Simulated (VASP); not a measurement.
Wanted: the native input for a VASP 6.6.1 run.

```yaml
Task: single point
Functional: r2SCAN
Potentials_or_basis: VASP PAW PBE potentials, release 64 (Si, W_sv)
Cutoff: 520 eV
k_mesh: 14 × 14 × 14
Occupations: gaussian, width 0.05 eV
Spin: no spin polarisation
Hubbard_terms: W d U = 5.0 eV
Dipole_correction: no
Further_INCAR_settings: ALGO = Normal; EDIFF = 1e-07; NBANDS = 18
```

The system is Si2W.

```
CELL_PARAMETERS angstrom
-1.60577 1.60577 3.90205
1.60577 -1.60577 3.90205
1.60577 1.60577 -3.90205
ATOMIC_POSITIONS crystal
Si 0.33484 0.33484 0.00000
Si 0.66516 0.66516 0.00000
W 0.00000 0.00000 0.00000
```

One way to write it, as run:

POSCAR

```
Si2W
1.0
   -1.6057705977      1.6057705977      3.9020519423
    1.6057705977     -1.6057705977      3.9020519423
    1.6057705977      1.6057705977     -3.9020519423
Si W
2 1
Direct
    0.3348428241      0.3348428241      0.0000000000
    0.6651571759      0.6651571759      0.0000000000
    0.0000000000      0.0000000000      0.0000000000
```

INCAR.step1

```
PREC = Accurate
ENCUT = 520
ISMEAR = 0
SIGMA = 0.05
LREAL = False
LASPH = True
NELM = 150
LMAXMIX = 4
LDAU = True
LDAUTYPE = 2
LDAUL = -1 2
LDAUU = 0 5
LDAUJ = 0 0
NBANDS = 18
GGA = PE
ALGO = Normal
EDIFF = 1E-4
LWAVE = True
LCHARG = False
```

INCAR.step2

```
PREC = Accurate
ENCUT = 520
EDIFF = 1E-7
ISMEAR = 0
SIGMA = 0.05
LREAL = False
LASPH = True
NELM = 150
ALGO = Normal
ISIF = 2
LWAVE = False
LCHARG = False
LMAXMIX = 4
LDAU = True
LDAUTYPE = 2
LDAUL = -1 2
LDAUU = 0 5
LDAUJ = 0 0
LDAUPRINT = 1
METAGGA = R2SCAN
LMIXTAU = True
NBANDS = 18
ISTART = 1
```

KPOINTS

```
regular mesh
0
Gamma
  14 14 14
```

Potentials or basis: VASP PAW PBE potentials, release 64 (Si, W_sv).

Launch:

```sh
$ cat potpaw_PBE.64/Si/POTCAR potpaw_PBE.64/W_sv/POTCAR > POTCAR
$ cp INCAR.step1 INCAR
$ mpirun -np 1 vasp_std > vasp.out
$ cp INCAR.step2 INCAR
$ mpirun -np 1 vasp_std > vasp.out
```

It gave:

```
Pressure               : 5.3 GPa
Largest force          : 0.053 eV/Å
Band gap on the k mesh : zero (bands 11 and 12 overlap by 1.27 eV)
```

Caveat: the cell stands under pressure; the PAW data sets were made with another functional, which shifts forces and pressure a little; spin-orbit coupling is left out, which moves the levels of the heavy elements; U without spin polarisation on a metal has little footing; the U is typed as a test and isn't derived for this compound.

Wall time 15 min on 1 thread of Intel(R) Xeon(R) Platinum 8488C (Sapphire Rapids), on a shared host, peak memory 0.34 GiB.
